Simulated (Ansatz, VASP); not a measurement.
One calculation of SrO, two programs

```
Sr O
1.0
     4.31230    0.00000    0.00000
    -2.15615    3.73456    0.00000
     0.00000    0.00000    5.19541
Sr O
2 2
Direct
  0.33333 0.66667 0.93750
  0.66667 0.33333 0.43750
  0.33333 0.66667 0.43750
  0.66667 0.33333 0.93750
```

Alike in both runs: task single point; functional r2SCAN; k mesh 6 × 6 × 4; no spin polarisation.

|  | VASP | Ansatz |
| --- | --- | --- |
| version | VASP 6.6.1 | Ansatz 0.2.0 |
| potentials or method | VASP PAW PBE potentials, release 64 (Sr_sv, O) | plane waves, PAW |
| plane-wave cutoff (eV) | 520 | 500 |
| occupations | gaussian, width 0.01 eV | fixed |
| valence electrons in the cell | 32 | 32 |

VASP gave:

```
gap on the k mesh at the Fermi level (eV)                     : 2.93
pressure (GPa)                                                : -1.7
traceless stress, the component that is largest in VASP (GPa) : -0.15
```

Problem. What did Ansatz give for the same quantities?

Solution. gap on the k mesh at the Fermi level (eV): 2.94; pressure (GPa): -2.1; traceless stress, the component that is largest in VASP (GPa): -0.15.

VASP's potentials were made for PBE, not for r2SCAN.
